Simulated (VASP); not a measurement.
A run of VASP 6.6.1 is set up as follows.

File INCAR:

```
SYSTEM = TiSn
  PREC = Accurate
  ENCUT = 520
  EDIFF = 1E-8
  ISMEAR = -1
  SIGMA = 0.15
  LREAL = .False.
  LASPH = .True.
  NELM = 60
  ALGO = Normal
  ISIF = 2
  LWAVE = .False.
  LCHARG = .False.
  GGA = PS
  NBANDS = 20
  IBRION = 8
  NSW = 1
```

The input KPOINTS:

```
regular mesh
0
Gamma
  14 14 14
  0 0 0
```

File POSCAR:

```
TiSn
1.0
    0.0000000000      2.7618586494      2.7618586494
    2.7618586494      0.0000000000      2.7618586494
    2.7618586494      2.7618586494      0.0000000000
Ti Sn
1 1
Direct
    0.0000000000      0.0000000000      0.0000000000
    0.5000000000      0.5000000000      0.5000000000
```

Potentials or basis: VASP PAW PBE potentials, release 64 (Ti_sv, Sn_d).

Run with:

```console
$ cat potpaw_PBE.64/Ti_sv/POTCAR potpaw_PBE.64/Sn_d/POTCAR > POTCAR
$ mpirun -np 1 vasp_std > vasp.out
```

(1) Estimate the highest phonon frequency at Γ.

Results:

(1) 254 cm⁻¹.
